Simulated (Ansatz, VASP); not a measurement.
# One calculation of MgS, two programs

```xyz
2
Lattice="0.0000 2.6148 2.6148 2.6148 0.0000 2.6148 2.6148 2.6148 0.0000" Properties=species:S:1:pos:R:3 pbc="T T T"
Mg    0.0000    0.0000    0.0000
S     2.6148    2.6148    2.6148
```

Alike in both runs: functional PBE; k mesh 8 × 8 × 8; occupations gaussian, width 0.02 eV; no spin polarisation.

Ansatz relaxed the structure, and its values are those at the end. VASP's run is a single point on that final structure, the one shown.

|  | VASP | Ansatz |
| --- | --- | --- |
| version | VASP 6.6.1 | Ansatz 0.2.0 |
| potentials or method | VASP PAW PBE potentials, release 64 (Mg, S), cutoff 600 eV | scalar-relativistic, plane waves, PAW |
| valence electrons in the cell | 8 | 16 |

Ansatz gave:

```
gap on the k mesh at the Fermi level (eV) : 2.76
least direct gap on the mesh (eV)         : 3.60
pressure (GPa)                            : 0.0
```

Problem. Which values does VASP return?

Solution. gap on the k mesh at the Fermi level (eV): 2.74; least direct gap on the mesh (eV): 3.59; pressure (GPa): -0.3.

VASP's potentials hold 8 valence electrons a cell and Ansatz's 16, so a difference there can come from the potentials and not from the codes.
